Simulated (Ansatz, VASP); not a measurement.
**Two plane-wave programs on MgS**

```xyz
2
Lattice="5.4599 0.0000 0.0000 -2.7300 4.7284 0.0000 0.0000 0.0000 4.4485" Properties=species:S:1:pos:R:3 pbc="T T T"
Mg    0.0000    0.0000    0.0000
S     0.0000    0.0000    2.2243
```

Alike in both runs: functional PBE; k mesh 6 × 6 × 4; occupations gaussian, width 0.1 eV; no spin polarisation.

Ansatz relaxed the structure, and its values are those at the end. VASP's run is a single point on that final structure, the one shown.

```csv
,VASP,Ansatz
version,VASP 6.6.1,Ansatz 0.2.0
potentials or method,"VASP PAW PBE potentials, release 64 (Mg, S), cutoff 520 eV","scalar-relativistic, plane waves, PAW"
valence electrons in the cell,8,16
```

```csv
,VASP,Ansatz,Ansatz less VASP
gap on the k mesh at the Fermi level (eV),1.96,1.96,-0.001
least direct gap on the mesh (eV),2.22,2.22,0.000
pressure (GPa),0.1,0.1,+0.02
```

The functional is the same, so the differences come from potentials, cutoffs and numerics. VASP's potentials hold 8 valence electrons a cell and Ansatz's 16, so a difference there can come from the potentials and not from the codes.
